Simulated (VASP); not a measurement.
# WC (P-6m2) in VASP: notebook, part 3 of 3

VASP 6.6.1.

### Step 6. Single point, PBE

This run uses another cell than the first one, of the same volume but with other edges.

INCAR reads:

```
SYSTEM = WC
PREC     = Accurate       ! precision mode
ENCUT    = 520            ! plane-wave cutoff, eV
EDIFF    = 1E-6           ! SCF threshold, eV
ISMEAR   = 0              ! smearing method
SIGMA    = 0.15           ! smearing width, eV
LREAL    = .FALSE.        ! projectors in reciprocal space
LASPH    = .TRUE.         ! aspherical terms in the spheres
NELM     = 80             ! most SCF steps
ALGO     = Normal         ! electronic algorithm
ISIF     = 2              ! what is computed and relaxed
LWAVE    = .FALSE.        ! write WAVECAR
LCHARG   = .FALSE.        ! write CHGCAR
GGA      = PE             ! functional
NBANDS   = 16             ! bands
```

KPOINTS reads:

```
regular mesh
0
G
  24 24 18
  0 0 0
```

POSCAR reads:

```
WC
1.0
    2.6576143944      0.0000000000      0.0000000000
   -1.3288071972      2.3015615790      0.0000000000
    0.0000000000      0.0000000000      3.3697306049
W C
1 1
Direct
    0.0000000000      0.0000000000      0.0000000000
    0.6666666667      0.3333333333      0.5000000000
```

Potentials or basis: VASP PAW PBE potentials, release 64 (W_sv, C).

Launch:

```
$ cat potpaw_PBE.64/W_sv/POTCAR potpaw_PBE.64/C/POTCAR > POTCAR
$ mpirun -np 1 vasp_std > vasp.out
```

OUTCAR:

```text
SYSTEM = WC
   PREC = Accurate
   ENCUT = 520
   EDIFF = 1E-6
   ISMEAR = 0
   LREAL = .FALSE.
   LASPH = .TRUE.
   NELM = 80
   ISIF = 2
   GGA = PE

 ion  position               nearest neighbor table
   1  0.000  0.000  0.000-   2 2.28   2 2.28   2 2.28   2 2.28   2 2.28   2 2.28
   2  0.667  0.333  0.500-   1 2.28   1 2.28   1 2.28   1 2.28   1 2.28   1 2.28

  LATTYP: Found a hexagonal cell.
 ALAT       =     2.6576143944
 C/A-ratio  =     1.2679531733

  Lattice vectors:

 A1 = (   2.6576143944,   0.0000000000,   0.0000000000)
 A2 = (  -1.3288071972,   2.3015615790,   0.0000000000)
 A3 = (   0.0000000000,   0.0000000000,   3.3697306049)

Analysis of symmetry for initial positions (statically):
=====================================================================
 Subroutine PRICEL returns:
 Original cell was already a primitive cell.

 Routine SETGRP: Setting up the symmetry group for a
 hexagonal supercell.

 Subroutine GETGRP returns: Found 12 space group operations
 (whereof 12 operations were pure point group operations)
 out of a pool of 24 trial point group operations.

The static configuration has the point symmetry D_3h.

Analysis of symmetry for dynamics (positions and initial velocities):
=====================================================================
 Subroutine PRICEL returns:
 Original cell was already a primitive cell.

 Routine SETGRP: Setting up the symmetry group for a
 hexagonal supercell.

 Subroutine GETGRP returns: Found 12 space group operations
 (whereof 12 operations were pure point group operations)
 out of a pool of 24 trial point group operations.

The dynamic configuration has the point symmetry D_3h.

 Subroutine INISYM returns: Found 12 space group operations
 (whereof 12 operations are pure point group operations),
 and found     1 'primitive' translations

----------------------------------------------------------------------------------------

[... 111 lines left out ...]
     AMIX     =   0.40;   BMIX     =  1.00
     AMIX_MAG =   1.60;   BMIX_MAG =  1.00
  volume/ion in A,a.u.               =      10.31        69.55
  Fermi-wavevector in a.u.,A,eV,Ry     =   1.564813  2.957068 33.315762  2.448639
  Thomas-Fermi vector in A             =   2.667381
   LORBIT       =      0    0 simple, 1 ext, 2 COOP (PROOUT), +10 PAW based schemes
   GGA     = PE    functional components
   LHFCALC =     F    Hartree Fock is set to
   AEXX    =    0.0000 exact exchange contribution
   IVDW    =     0    specifies the selected vdW correction
   LEPSILON=     F    determine dielectric tensor
   LRPA    =     F    only Hartree local field effects (RPA)
 non-spin polarized calculation
 Gauss-broadening in eV      SIGMA  =   0.15
  energy-cutoff  :      520.00
  volume of cell :       20.61
 maximum number of plane-waves:       579
 NGX is ok and might be reduce to    20

 number of electron      17.9999998 magnetization

 Free energy of the ion-electron system (eV)
  ---------------------------------------------------
  ext. energy  EPLUGINS =         0.00000000
  ---------------------------------------------------
  free energy    TOTEN  =       -20.53618998 eV

  energy without entropy =      -20.53108057  energy(sigma->0) =      -20.53363528

 E-fermi :  11.5404     XC(G=0): -13.8718

 val. band max:       11.5350392423   @ k =   0.3333   0.0833   0.0556
 cond. band min:      11.5483094627   @ k =   0.1250   0.0000   0.4444
 fundamental gap:      0.0132702203
 Fermi energy:        11.5404425918

 k-point     1 :       0.0000    0.0000    0.0000
  band No.  band energies     occupation
      1     -62.7353      2.00000
      2     -27.0827      2.00000
      3     -26.1429      2.00000
      4     -26.1429      2.00000
      5      -3.2702      2.00000
      6       5.6735      2.00000
[... 433 lines left out ...]
      3     -26.7924      2.00000
      4     -26.5643      2.00000
      5       1.0506      2.00000
      6       4.5444      2.00000
[... 8 lines left out ...]
     15      25.2184      0.00000
     16      28.3375      0.00000

 [... further k-points ...]

------------------------ aborting loop because EDIFF is reached ----------------------------------------

  FORCE on cell =-STRESS in cart. coord.  units (eV):
  Direction    XX          YY          ZZ          XY          YZ          ZX
  --------------------------------------------------------------------------------------
  -------------------------------------------------------------------------------------
  Total        8.5407868      8.5407868    -10.4056417      0.0000000      0.0000000      0.0000000
  in kB      663.8939527    663.8939527   -808.8531855      0.0000000      0.0000000      0.0000000
  external PRESSURE =     172.9782399 kB  Pullay stress =       0.0000000 kB

 VOLUME and BASIS-vectors are now :
 -----------------------------------------------------------------------------
  energy-cutoff  :      520.00
  volume of cell :       20.61
      direct lattice vectors                 reciprocal lattice vectors
     2.657614394  0.000000000  0.000000000     0.376277312  0.217243807  0.000000000
    -1.328807197  2.301561579  0.000000000     0.000000000  0.434487614  0.000000000
     0.000000000  0.000000000  3.369730605     0.000000000  0.000000000  0.296759628

 POSITION                                       TOTAL-FORCE (eV/Angst)
 -----------------------------------------------------------------------------------
      0.00000      0.00000      0.00000        -0.000000     -0.000000      0.000000
      1.32881      0.76719      1.68487         0.000000      0.000000      0.000000
 -----------------------------------------------------------------------------------
    total drift:                               -0.000000      0.000000      0.000000

  FREE ENERGIE OF THE ION-ELECTRON SYSTEM (eV)
  ---------------------------------------------------
  free  energy   TOTEN  =       -20.5361899826 eV

  energy  without entropy=      -20.5310805742  energy(sigma->0) =      -20.53363528
```

stdout:

```text
POSCAR found type information on POSCAR W C
 POSCAR found :  2 types and       2 ions
 scaLAPACK will be used
 LDA part: xc-table for (Slater+PW92), standard interpolation
 POSCAR, INCAR and KPOINTS ok, starting setup
 FFT: planning ... GRIDC
 FFT: planning ... GRID_SOFT
 FFT: planning ... GRID
 WAVECAR not read
 entering main loop
```

It took 69 s on 1 thread of Intel Xeon 6975P-C (Granite Rapids), shared host; peak memory 0.3 GiB.

What came out:

* Free energy: -20.5362 eV
* Pressure: 17.3 GPa
* Band gap on the k mesh: zero (bands 9 and 10 overlap by 1.34 eV)

Levels at points of the mesh, in eV from the Fermi level:
```csv
k point,band 7,band 8,band 9,band 10,band 11,band 12
"(0.00, 0.00, 0.00)",-2.47,-2.01,-2.01,3.27,3.27,4.49
"(0.50, 0.00, 0.00)",-6.06,-4.67,0.83,1.71,4.97,6.23
"(0.00, 0.00, 0.50)",-1.40,-1.02,-1.02,0.41,0.41,5.28
"(0.50, 0.00, 0.50)",-5.24,-2.47,-0.75,2.63,4.57,6.18
```

Caveat: the stress differs along the axes, from -81 to 66 GPa; spin-orbit coupling is left out, which moves the levels of the heavy elements.

### Step 7. Overview

| cell | gap on the mesh (eV) | pressure (GPa) |
| --- | --- | --- |
| a = 2.810, b = 2.810, c = 3.015 Å, angles 90.0, 90.0, 120.0°, 2 atoms | none | 8.3 |
| a = 2.940, b = 2.940, c = 2.753 Å, angles 90.0, 90.0, 120.0°, 2 atoms | none | 11.9 |
| a = 2.854, b = 2.854, c = 2.923 Å, angles 90.0, 90.0, 120.0°, 2 atoms | none | 8.2 |
| a = 3.124, b = 3.124, c = 2.438 Å, angles 90.0, 90.0, 120.0°, 2 atoms | none | 36.7 |
| a = 2.658, b = 2.658, c = 3.370 Å, angles 90.0, 90.0, 120.0°, 2 atoms | none | 17.3 |

Alike in all rows: task single point; level PBE; potentials or basis VASP PAW PBE potentials, release 64 (W_sv, C); no spin polarisation; k mesh 24 × 24 × 18; cutoff (eV) 520; smearing gaussian 0.15 eV.

Caveats: spin-orbit coupling is left out, which moves the levels of the heavy elements; the stress differs along the axes, from -36 to 31 GPa (at least some runs); the stress differs along the axes, from 1 to 33 GPa (at least some runs); the stress differs along the axes, from -15 to 20 GPa (at least some runs); the stress differs along the axes, from -22 to 153 GPa (at least some runs); the stress differs along the axes, from -81 to 66 GPa (at least some runs).

Total energies depend on the potentials used, so only differences within one code and one set of settings carry meaning.

The gap in the log of VASP goes by the Fermi energy; the results here count the filled bands.